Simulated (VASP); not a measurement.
# BaO: electrostatic potential with PBE0

Crystal: BaO.

```xyz
2
Lattice="0.0000 2.8066 2.8066 2.8066 0.0000 2.8066 2.8066 2.8066 0.0000" Properties=species:S:1:pos:R:3 pbc="T T T"
Ba    0.0000    0.0000    0.0000
O     2.8066    2.8066    2.8066
```

```json
{
 "Program": "VASP 6.6.1",
 "Task": "electrostatic potential",
 "Functional": "PBE0",
 "Potentials or basis": "VASP PAW PBE potentials, release 64 (Ba_sv, O)",
 "Cutoff": "520 eV",
 "k mesh": "6 × 6 × 6",
 "Occupations": "gaussian, width 0.02 eV",
 "Spin": "no spin polarisation",
 "Grid for exact exchange (PRECFOCK)": "Fast",
 "Further INCAR settings": "ALGO = Normal; EDIFF = 1e-07",
 "Share of exact exchange": "0.25"
}
```

```
Pressure               : -1.7 GPa
Band gap on the k mesh : 4.11 eV
```

Levels at points of the mesh, in eV from the valence-band top:
```
           k point  band 5  band 6  band 7  band 8  band 9  band 10  band 11  band 12
(0.00, 0.00, 0.00)  -10.90   -0.28   -0.28   -0.28    5.41     6.88     6.88     6.88
(0.50, 0.00, 0.00)  -11.01   -1.95   -1.42   -1.42    7.08     9.41     9.41    10.09
(0.50, 0.50, 0.00)  -11.47   -0.11   -0.11    0.00    4.11     8.07    11.11    11.45
```

Wall time 2.7 min on 4 MPI ranks on Intel(R) Xeon(R) 6975P-C (Granite Rapids), with other jobs on the host, peak memory 0.18 GiB a rank.

Caveat: the PAW data sets were made with another functional, which shifts forces and pressure a little; spin-orbit coupling is left out, which moves the levels of the heavy elements. A k mesh can miss the band edges.
